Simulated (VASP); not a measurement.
# Mg3GePd (Amm2) in VASP: relaxation of cell and atoms with PBE

Aim: the relaxation of cell and atoms of Mg3GePd with PBE.

Program: VASP 6.6.1. These are calculated values, not measurements. Logs are shortened: lines on timing, memory, paths and dates and some standing lists are left out, and cuts for length are marked.

## Step 1: The cell of the first run

The structure is orthorhombic, space group Amm2 (No. 38). The conventional cell has a = 4.357 Å, b = 4.551 Å, c = 10.014 Å, α = 90.00°, β = 90.00°, γ = 90.00°. Within 3.5 Å of Mg (site symmetry mm2) lie 2 Pd at 2.63 Å and 3 Ge at 2.96 to 3.06 Å and 6 Mg at 3.08 to 3.15 Å. Within 3.5 Å of Mg (site symmetry mm2) lie 2 Pd at 2.65 Å and 5 Mg at 2.97 to 3.08 Å and 4 Ge at 3.15 Å. Mg (site symmetry mm2) has 3 Pd at 2.79 to 3.39 Å and 2 Ge at 2.90 Å and 7 Mg at 2.97 to 3.15 Å within 3.7 Å. Ge (site symmetry mm2) has 2 Pd at 2.63 Å and 9 Mg at 2.90 to 3.15 Å within 3.5 Å. Within 3.5 Å of Pd (site symmetry mm2) lie 2 Ge at 2.63 Å and 7 Mg at 2.63 to 3.39 Å.

## Step 2: Relaxation of cell and atoms, PBE

INCAR reads:

```
PREC     = Accurate       # precision mode
ENCUT    = 600            # plane-wave cutoff, eV
EDIFF    = 1E-7           # SCF threshold, eV
ISMEAR   = 0              # smearing method
SIGMA    = 0.1            # smearing width, eV
LREAL    = False          # projectors in reciprocal space
LASPH    = True           # aspherical terms in the spheres
NELM     = 80             # most SCF steps
ALGO     = Fast           # electronic algorithm
ISIF     = 3              # what is computed and relaxed
LWAVE    = False          # write WAVECAR
LCHARG   = False          # write CHGCAR
GGA      = PE             # functional
IBRION   = 2              # ionic algorithm
NSW      = 100            # ionic steps
EDIFFG   = -0.01          # ionic threshold
```

KPOINTS reads:

```
Automatic mesh
0
Gamma
  10 10 10
```

POSCAR reads:

```
Mg3GePd
1.0
    4.3570736295      0.0000000000      0.0000000000
    0.0000000000      2.2753174687      5.0071477230
    0.0000000000     -2.2753174687      5.0071477230
Mg Ge Pd
3 1 1
Direct
    0.5000000000      0.8573538020      0.8573538020
    0.0000000000      0.6404030887      0.6404030887
    0.0000000000      0.3438838399      0.3438838399
    0.5000000000      0.1529866518      0.1529866518
    0.0000000000      0.0051950893      0.0051950893
```

Potentials or basis: VASP PAW PBE potentials, release 64 (Mg, Ge_d, Pd).

Command:

```console
$ cat potpaw_PBE.64/Mg/POTCAR potpaw_PBE.64/Ge_d/POTCAR potpaw_PBE.64/Pd/POTCAR > POTCAR
$ mpirun -np 1 vasp_std > vasp.out
```

OUTCAR:

```text
PREC = Accurate
   ENCUT = 600
   EDIFF = 1E-7
   ISMEAR = 0
   LREAL = False
   LASPH = True
   NELM = 80
   ISIF = 3
   GGA = PE
   IBRION = 2
   NSW = 100
   EDIFFG = -0.01

 ion  position               nearest neighbor table
   1  0.500  0.857  0.857-   5 2.63   5 2.63   4 2.96   4 3.06   4 3.06   2 3.08   2 3.08   3 3.15
                             3 3.15   3 3.15   3 3.15
   2  0.000  0.640  0.640-   5 2.65   5 2.65   3 2.97   3 3.05   3 3.05   1 3.08   1 3.08   4 3.15
                             4 3.15   4 3.15   4 3.15
   3  0.000  0.344  0.344-   5 2.79   5 2.79   4 2.90   4 2.90   2 2.97   2 3.05   2 3.05   1 3.15
                             1 3.15   1 3.15   1 3.15   5 3.39
   4  0.500  0.153  0.153-   5 2.63   5 2.63   3 2.90   3 2.90   1 2.96   1 3.06   1 3.06   2 3.15
                             2 3.15   2 3.15   2 3.15
   5  0.000  0.005  0.005-   4 2.63   4 2.63   1 2.63   1 2.63   2 2.65   2 2.65   3 2.79   3 2.79
                             3 3.39

  LATTYP: Found a base centered orthorhombic cell.
 ALAT       =     4.5506349374
 B/A-ratio  =     2.2006369625
 C/A-ratio  =     0.9574649888

  Lattice vectors:

 A1 = (   0.0000000000,   2.2753174687,  -5.0071477230)
 A2 = (   0.0000000000,   2.2753174687,   5.0071477230)
 A3 = (   4.3570736295,   0.0000000000,   0.0000000000)

Analysis of symmetry for initial positions (statically):
=====================================================================
 Subroutine PRICEL returns:
 Original cell was already a primitive cell.

 Routine SETGRP: Setting up the symmetry group for a
 base centered orthorhombic supercell.

 Subroutine GETGRP returns: Found  4 space group operations
 (whereof  4 operations were pure point group operations)
 out of a pool of  8 trial point group operations.

The static configuration has the point symmetry C_2v.

Analysis of symmetry for dynamics (positions and initial velocities):
=====================================================================
 Subroutine PRICEL returns:
 Original cell was already a primitive cell.

 Routine SETGRP: Setting up the symmetry group for a
 base centered orthorhombic supercell.

 Subroutine GETGRP returns: Found  4 space group operations
 (whereof  4 operations were pure point group operations)
 out of a pool of  8 trial point group operations.

The dynamic configuration has the point symmetry C_2v.

 Subroutine INISYM returns: Found  4 space group operations
 (whereof  4 operations are pure point group operations),
 and found     1 'primitive' translations

----------------------------------------------------------------------------------------

                                     Primitive cell

  volume of cell :      99.2790

  direct lattice vectors                    reciprocal lattice vectors
     4.357073630  0.000000000  0.000000000     0.229511843  0.000000000  0.000000000
     0.000000000  2.275317469  5.007147723     0.000000000  0.219749554  0.099857250
     0.000000000 -2.275317469  5.007147723     0.000000000 -0.219749554  0.099857250

  length of vectors
     4.357073630  5.499872535  5.499872535     0.229511843  0.241373853  0.241373853

  position of ions in fractional coordinates (direct lattice)
     0.500000000  0.857353802  0.857353802
     0.000000000  0.640403089  0.640403089
     0.000000000  0.343883840  0.343883840
     0.500000000  0.152986652  0.152986652
     0.000000000  0.005195089  0.005195089

  ion indices of the primitive-cell ions
   primitive index   ion index
                 1           1
                 2           2
                 3           3
                 4           4
                 5           5

----------------------------------------------------------------------------------------

 KPOINTS: Automatic mesh

Automatic generation of k-mesh.
 Grid dimensions read from file:
 generate k-points for:   10   10   10

 Generating k-lattice:

  Cartesian coordinates                     Fractional coordinates (reciprocal lattice)
     0.022951184  0.000000000  0.000000000     0.100000000  0.000000000  0.000000000
     0.000000000  0.021974955  0.009985725     0.000000000  0.100000000 -0.000000000
     0.000000000 -0.021974955  0.009985725     0.000000000 -0.000000000  0.100000000

  Length of vectors
     0.022951184  0.024137385  0.024137385

  Shift w.r.t. Gamma in fractional coordinates (k-lattice)
     0.000000000  0.000000000  0.000000000

 Subroutine IBZKPT returns following result:
 ===========================================

 Found    186 irreducible k-points:

 Following reciprocal coordinates:
            Coordinates               Weight
  0.000000  0.000000  0.000000      1.000000
  0.100000  0.000000  0.000000      2.000000
  0.200000  0.000000  0.000000      2.000000
  0.300000  0.000000  0.000000      2.000000
  0.400000  0.000000  0.000000      2.000000
  0.500000  0.000000  0.000000      1.000000
[... 16 lines left out ...]
  0.400000  0.300000  0.000000      8.000000
  0.500000  0.300000  0.000000      4.000000
 [... further k-points ...]
   k-points           NKPTS =    186   k-points in BZ     NKDIM =    186   number of bands    NBANDS=     19
   number of dos      NEDOS =    301   number of ions     NIONS =      5
   total plane-waves  NPLWV =  82944
   dimension x,y,z NGX =    36 NGY =   48 NGZ =   48
   dimension x,y,z NGXF=    72 NGYF=   96 NGZF=   96
   ions per type =               3   1   1
   NGX,Y,Z   is equivalent  to a cutoff of  13.74, 14.51, 14.51 a.u.
   NGXF,Y,Z  is equivalent  to a cutoff of  27.47, 29.02, 29.02 a.u.
 SYSTEM =  unknown system
   PREC   = accura    normal or accurate (medium, high low for compatibility)
   ISTART =      0    job   : 0-new  1-cont  2-samecut
   ICHARG =      2    charge: 1-file 2-atom 10-const
   ISPIN  =      1    spin polarized calculation?
   LNONCOLLINEAR =      F non collinear calculations
   LSORBIT =      F    spin-orbit coupling
   LASPH  =      T    aspherical Exc in radial PAW
   ENCUT  =  600.0 eV  44.10 Ry    6.64 a.u.   8.70 10.98 10.98*2*pi/ulx,y,z
   NELM   =     80;   NELMIN=  2; NELMDL= -5     # of ELM steps
   EDIFF  = 0.1E-06   stopping-criterion for ELM
   LREAL  =      F    real-space projection
   EDIFFG = -.1E-01   stopping-criterion for IOM
   NSW    =    100    number of steps for IOM
   IBRION =      2    ionic relax: 0-MD 1-quasi-New 2-CG
   NFREE  =      1    steps in history (QN), initial steepest desc. (CG)
   ISIF   =      3    stress and relaxation
   ISYM   =      2    0-nonsym 1-usesym 2-fastsym
   POTIM  = 0.5000    time-step for ionic-motion
   TEBEG  =    0.0;   TEEND  =   0.0 temperature during run
   PSTRESS=    0.0 pullay stress
   NELECT =      30.0000    total number of electrons
   NUPDOWN=      -1.0000    fix difference up-down
   EMIN   =  10.00;   EMAX   =-10.00  energy-range for DOS
   EFERMI =   0.00;   METHOD = LEGACY
   ISMEAR =     0;   SIGMA  =   0.10  broadening in eV -4-tet -1-fermi 0-gaus
   EFERMI_NEDOS =   21; number of points for ismear=-14 and -15
   IALGO  =     68    algorithm
   IMIX   =      4    mixing-type and parameters
     AMIX     =   0.40;   BMIX     =  1.00
     AMIX_MAG =   1.60;   BMIX_MAG =  1.00
  volume/ion in A,a.u.               =      19.86       133.99
  Fermi-wavevector in a.u.,A,eV,Ry     =   1.098574  2.076005 16.420405  1.206866
  Thomas-Fermi vector in A             =   2.234954
   LORBIT       =      0    0 simple, 1 ext, 2 COOP (PROOUT), +10 PAW based schemes
   GGA     = PE    functional components
   LHFCALC =     F    Hartree Fock is set to
   AEXX    =    0.0000 exact exchange contribution
   IVDW    =     0    specifies the selected vdW correction
   LEPSILON=     F    determine dielectric tensor
   LRPA    =     F    only Hartree local field effects (RPA)
 conjugate gradient relaxation of ions
 non-spin polarized calculation
 RMM-DIIS sequential band-by-band and
 Gauss-broadening in eV      SIGMA  =   0.10
  energy-cutoff  :      600.00
  volume of cell :       99.28
 maximum number of plane-waves:      3338
 NGX is ok and might be reduce to    36
   NGX = 17   NGY = 21   NGZ = 21

--------------------------------------- Ionic step        1  -------------------------------------------

 number of electron      30.0000004 magnetization

 Free energy of the ion-electron system (eV)
  ---------------------------------------------------
  ext. energy  EPLUGINS =         0.00000000
  ---------------------------------------------------
  free energy    TOTEN  =       -16.05201788 eV

  energy without entropy =      -16.04288103  energy(sigma->0) =      -16.04744946

------------------------ aborting loop because EDIFF is reached ----------------------------------------

  FORCE on cell =-STRESS in cart. coord.  units (eV):
  Direction    XX          YY          ZZ          XY          YZ          ZX
  --------------------------------------------------------------------------------------
  -------------------------------------------------------------------------------------
  Total        0.3527718     -0.2534214     -0.3096128      0.0000000      0.0000000      0.0000000
  in kB        5.6930785     -4.0897477     -4.9965726      0.0000000      0.0000000      0.0000000
  external PRESSURE =      -1.1310806 kB  Pullay stress =       0.0000000 kB
[... 219 lines left out ...]
  energy  without entropy=      -16.0484329528  energy(sigma->0) =      -16.05336000

--------------------------------------- Ionic step        7  -------------------------------------------

 number of electron      30.0000004 magnetization

 Free energy of the ion-electron system (eV)
  ---------------------------------------------------
  ext. energy  EPLUGINS =         0.00000000
  ---------------------------------------------------
  free energy    TOTEN  =       -16.05836893 eV

  energy without entropy =      -16.04854993  energy(sigma->0) =      -16.05345943

 E-fermi :   4.4162     XC(G=0):  -9.7389

 val. band max:        4.4145023332   @ k =   0.5000   0.3000   0.0000
 cond. band min:       4.4223939371   @ k =   0.3000   0.3000   0.0000
 fundamental gap:      0.0078916039
 Fermi energy:         4.4161842791

 k-point     1 :       0.0000    0.0000    0.0000
  band No.  band energies     occupation
      1     -19.7555      2.00000
      2     -19.7439      2.00000
      3     -19.7410      2.00000
      4     -19.7341      2.00000
      5     -19.7255      2.00000
      6      -5.0023      2.00000
[... 11 lines left out ...]
     18       6.5251      0.00000
     19       7.7983      0.00000
[... 489 lines left out ...]
      3     -19.7418      2.00000
      4     -19.7354      2.00000
      5     -19.7241      2.00000
      6      -3.8340      2.00000
[... 11 lines left out ...]
     18       6.0745      0.00000
     19       7.8191      0.00000

 [... further k-points ...]

------------------------ aborting loop because EDIFF is reached ----------------------------------------

  FORCE on cell =-STRESS in cart. coord.  units (eV):
  Direction    XX          YY          ZZ          XY          YZ          ZX
  --------------------------------------------------------------------------------------
  -------------------------------------------------------------------------------------
  Total        0.0100279     -0.0145790      0.0001048      0.0000000      0.0000000      0.0000000
  in kB        0.1625306     -0.2362950      0.0016982      0.0000000      0.0000000      0.0000000
  external PRESSURE =      -0.0240221 kB  Pullay stress =       0.0000000 kB
[... 20 lines left out ...]
  FREE ENERGIE OF THE ION-ELECTRON SYSTEM (eV)
  ---------------------------------------------------
  free  energy   TOTEN  =       -16.0583689295 eV

  energy  without entropy=      -16.0485499304  energy(sigma->0) =      -16.05345943

 reached required accuracy - stopping structural energy minimisation
```

It took 33 min on 1 thread of Intel Xeon Platinum 8488C (Sapphire Rapids), shared host; peak memory 0.69 GiB.

What came out:

```yaml
Free_energy: -16.0584 eV
Relaxed_volume: 19.77 Å³/atom
Relaxed_cell: a = 4.414 Å, b = 5.430 Å, c = 5.430 Å, α = 49.44°, β = 90.00°, γ = 90.00°
Space_group_after_relaxing_to_0.1_Å: Amm2 (No. 38)
Energy_gained_by_relaxing: 1.3 meV/atom
Ionic_steps: 7
Pressure_after_relaxing: 0.0 GPa
Largest_force_after_relaxing: 0.010 eV/Å
Band_gap_on_the_k_mesh: zero (bands 15 and 16 overlap by 2.36 eV)
```

Forces in eV/Å, atoms in the order of the input:
```
Mg   0.000  0.000  0.006
Mg   0.000  0.000 -0.004
Mg   0.000  0.000  0.001
Ge   0.000  0.000 -0.010
Pd   0.000  0.000  0.007
```

The path:
```
step  energy change (eV)  largest force (eV/Å)  pressure (GPa)  volume (Å³)
   1              0.0000                0.0691           -0.11        99.28
   2             -0.0026                0.0654           -0.05        99.08
   3             -0.0045                0.0707            0.12        98.72
   4             -0.0057                0.0389           -0.03        98.91
   5             -0.0061                0.0210           -0.19        99.13
   6             -0.0063                0.0101            0.11        98.69
   7             -0.0064                0.0097            0.00        98.85
```

Final structure:
```xyz
5
Lattice="4.4136 0.0000 0.0000 0.0000 2.2705 4.9322 0.0000 -2.2705 4.9322" Properties=species:S:1:pos:R:3 pbc="T T T"
Mg    2.2068    0.0000    8.4639
Mg    0.0000    0.0000    6.3382
Mg    0.0000    0.0000    3.3694
Ge    2.2068    0.0000    1.5115
Pd    0.0000    0.0000    0.0438
```
